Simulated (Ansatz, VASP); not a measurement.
# BN in VASP and in Ansatz

```xyz
4
Lattice="2.4257 0.0000 0.0000 -1.2128 2.1007 0.0000 0.0000 0.0000 7.0982" Properties=species:S:1:pos:R:3 pbc="T T T"
B     0.0000    1.4005    1.7745
B     1.2128    0.7002    5.3236
N     0.0000    1.4005    5.3236
N     1.2128    0.7002    1.7745
```

Alike in both runs: task single point; functional r2SCAN; k mesh 12 × 12 × 4; occupations gaussian, width 0.05 eV; no spin polarisation.

|  | VASP | Ansatz |
| --- | --- | --- |
| version | VASP 6.6.1 | Ansatz 0.2.0 |
| potentials or method | VASP PAW PBE potentials, release 64 (B, N), cutoff 520 eV | scalar-relativistic, plane waves, PAW |
| valence electrons in the cell | 16 | 16 |

```tsv
	VASP	Ansatz	Ansatz less VASP
gap on the k mesh at the Fermi level (eV)	5.12	5.10	-0.029
least direct gap on the mesh (eV)	5.63	5.56	-0.071
pressure (GPa)	24.4	24.0	-0.41
traceless stress, the component that is largest in VASP (GPa)	-25.21	-24.47	+0.739
```

VASP's potentials were made for PBE, not for r2SCAN.
